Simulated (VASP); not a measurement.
Here is a VASP 6.6.1 calculation.

Contents of INCAR:

```
SYSTEM = SiP5
PREC     = Accurate       ! precision mode
ENCUT    = 600            ! plane-wave cutoff, eV
EDIFF    = 1E-6           ! SCF threshold, eV
ISMEAR   = 0              ! smearing method
SIGMA    = 0.2            ! smearing width, eV
LREAL    = .False.        ! projectors in reciprocal space
LASPH    = .True.         ! aspherical terms in the spheres
NELM     = 60             ! most SCF steps
ALGO     = Normal         ! electronic algorithm
ISIF     = 3              ! what is computed and relaxed
LWAVE    = .False.        ! write WAVECAR
LCHARG   = .False.        ! write CHGCAR
GGA      = PE             ! functional
IBRION   = 2              ! ionic algorithm
NSW      = 36             ! ionic steps
EDIFFG   = -0.08          ! ionic threshold
```

The input KPOINTS:

```
Automatic mesh
0
Gamma
  4 4 5
  0 0 0
```

Contents of POSCAR:

```
SiP5
1.0
    2.9900000000     -5.1800000000      0.0000000000
    2.9900000000      5.1800000000      0.0000000000
   -1.9917865800      0.0000000000      3.5493219400
Si P
1 5
Direct
    0.0000000000      0.0000000000      0.0000000000
    0.3333000000      0.6667000000      0.0000000000
    0.2167000000      0.8833000000      0.6500000000
    0.6667000000      0.3333000000      0.0000000000
    0.8833000000      0.2167000000      0.6500000000
    0.5500000000      0.5500000000      0.6500000000
```

Potentials or basis: VASP PAW PBE potentials, release 64 (Si, P).

Command:

```bash
$ cat potpaw_PBE.64/Si/POTCAR potpaw_PBE.64/P/POTCAR > POTCAR
$ mpirun -np 1 vasp_std > vasp.out
```

**Question.** What does it give for the relaxed cell?

**Answer.** a = 5.971 Å, b = 5.971 Å, c = 3.844 Å, α = 105.28°, β = 105.28°, γ = 120.16°.

**Question.** Estimate the band gap on the k mesh.

**Answer.** Zero (an odd number of electrons rules out a gap without spin polarisation).

Stress tensor (GPa, compression positive):
```
-0.06  0.00  0.30
 0.00  0.10  0.00
 0.30  0.00  0.08
```

Caveat: an odd number of electrons without spin polarisation forces a metal; a magnetic or distorted state may lie lower.
